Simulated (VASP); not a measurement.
Set up this calculation in VASP 6.6.1, as the native input.

```
Task                   : single point
Functional             : LDA
Potentials or basis    : VASP PAW LDA potentials, release 64 (P)
Cutoff                 : 520 eV
k mesh                 : 7 × 7 × 7
Occupations            : fermi-dirac, width 0.15 eV
Spin                   : collinear spin, ferrimagnetic start
Starting moments       : [0.5, -0.25] μB
Dipole correction      : no
Further INCAR settings : ALGO = Normal; EDIFF = 1e-06; NBANDS = 16
```

The structure of P lies in POSCAR:

```
P
1.0
    1.7096440477      0.9869902711      2.9669367552
   -1.7096440477      0.9869902711      2.9669367552
    0.0000000000     -1.9737433206      2.9668612347
P
2
Direct
    0.7612530059      0.7645075059      0.7659911918
    0.2251599941      0.2284144941      0.2299218082
```

One way to write it, as run:

INCAR

```
PREC = Accurate ; ENCUT = 520
EDIFF = 1E-6 ; ISMEAR = -1
SIGMA = 0.15 ; LREAL = F
LASPH = T ; NELM = 150
ALGO = Normal ; ISIF = 2
LWAVE = F ; LCHARG = F
ISPIN = 2 ; MAGMOM = 0.5 -0.25
LORBIT = 11 ; GGA = CA
NBANDS = 16
```

KPOINTS

```
Automatic mesh
0
Gamma
  7 7 7
```

Potentials or basis: VASP PAW LDA potentials, release 64 (P).

Launch:

```console
$ cat potpaw_LDA.64/P/POTCAR > POTCAR
$ mpirun -np 1 vasp_std > vasp.out
```

It gave:

```yaml
Pressure: 0.0 GPa
Largest_force: 0.014 eV/Å
Band_gap_on_the_k_mesh: zero (filled and empty bands overlap)
Net_moment: 0.00 μB per cell
Valence_electrons_inside_the_program's_atomic_spheres: P 2.44
```

Wall time 82 s on 1 thread of Intel(R) Xeon(R) Platinum 8488C (Sapphire Rapids), on a shared host, peak memory 0.18 GiB.
